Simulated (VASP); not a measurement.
ZnCd2Se3: single point with PBE

ZnCd2Se3:

```
Zn Cd Se
1.0
     4.26471    0.00000    0.00000
    -2.13235    3.69335    0.00000
     0.00000    0.00000   10.52057
Zn Cd Se
1 2 3
Direct
  0.00000 0.00000 0.66740
  0.33333 0.66667 0.99073
  0.66667 0.33333 0.33861
  0.33333 0.66667 0.73636
  0.00000 0.00000 0.43180
  0.66667 0.33333 0.08510
```

* Program: VASP 6.6.1
* Task: single point
* Functional: PBE
* Potentials or basis: VASP PAW PBE potentials, release 64 (Zn, Cd, Se)
* Cutoff: 520 eV
* k mesh: 12 × 12 × 4
* Occupations: gaussian, width 0.02 eV
* Spin: no spin polarisation

```json
{
 "Pressure": "0.2 GPa",
 "Largest force": "0.022 eV/Å",
 "Band gap on the k mesh": "0.55 eV"
}
```

Forces on the atoms (eV/Å):
```
Zn   0.000  0.000 -0.003
Cd   0.000  0.000 -0.002
Cd   0.000  0.000 -0.004
Se   0.000  0.000 -0.015
Se   0.000  0.000  0.022
Se   0.000  0.000  0.003
```

Levels at points of the mesh, in eV from the valence-band top:
| k point | band 24 | band 25 | band 26 | band 27 | band 28 | band 29 | band 30 | band 31 |
| --- | --- | --- | --- | --- | --- | --- | --- | --- |
| (0.00, 0.00, 0.00) | -0.45 | -0.13 | 0.00 | 0.00 | 0.55 | 2.12 | 2.67 | 5.71 |
| (0.50, 0.00, 0.00) | -1.68 | -1.58 | -1.10 | -0.93 | 2.93 | 3.25 | 3.35 | 3.63 |
| (0.00, 0.00, 0.50) | -0.28 | -0.28 | -0.13 | -0.13 | 1.61 | 2.04 | 2.48 | 5.29 |
| (0.50, 0.00, 0.50) | -1.80 | -1.42 | -0.81 | -0.71 | 2.25 | 3.29 | 3.79 | 4.25 |

Run time: 3.5 min on 1 thread of Intel(R) Xeon(R) 6975P-C (Granite Rapids) (shared host), peak memory 0.53 GiB.
